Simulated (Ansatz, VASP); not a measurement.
## Two plane-wave programs on Al8H

```
CELL_PARAMETERS angstrom
5.71352 0.00000 0.00000
0.00000 8.08013 0.00000
0.00000 0.00000 22.24328
ATOMIC_POSITIONS crystal
Al 0.25000 0.25000 0.17983
Al 0.25000 0.75000 0.17983
Al 0.75000 0.25000 0.17983
Al 0.75000 0.75000 0.17983
Al 0.00000 0.00000 0.24405
Al 0.00000 0.50000 0.24405
Al 0.50000 0.00000 0.24405
Al 0.50000 0.50000 0.24405
Al 0.25000 0.25000 0.31026
Al 0.25000 0.75000 0.31026
Al 0.75000 0.25000 0.31026
Al 0.75000 0.75000 0.31026
Al 0.00000 0.00000 0.37060
Al 0.00000 0.50000 0.37060
Al 0.50000 0.00000 0.37060
Al 0.50000 0.50000 0.37060
H 0.25000 0.19313 0.44837
H 0.25000 0.30687 0.44837
```

Alike in both runs: task single point; functional PBE; k mesh 5 × 4 × 1; occupations gaussian, width 0.1 eV; no spin polarisation.

|  | VASP | Ansatz |
| --- | --- | --- |
| version | VASP 6.6.1 | Ansatz 0.2.0 |
| potentials or method | VASP PAW PBE potentials, release 64 (Al, H), cutoff 520 eV | scalar-relativistic, plane waves, PAW |
| valence electrons in the cell | 50 | 50 |

VASP gave:

| Item | Value |
| --- | --- |
| gap on the k mesh at the Fermi level (eV) | none |
| rms of the force components (eV/Å) | 0.549 |

Q: Which values does Ansatz return?

A: gap on the k mesh at the Fermi level (eV): none; rms of the force components (eV/Å): 0.548.

Atom by atom the forces differ by 0.001 eV/Å (rms over components). A gap of «none» marks a metal or a gap that the smearing closes. With one functional, cell and mesh, what is left measures potentials, basis and numerics.
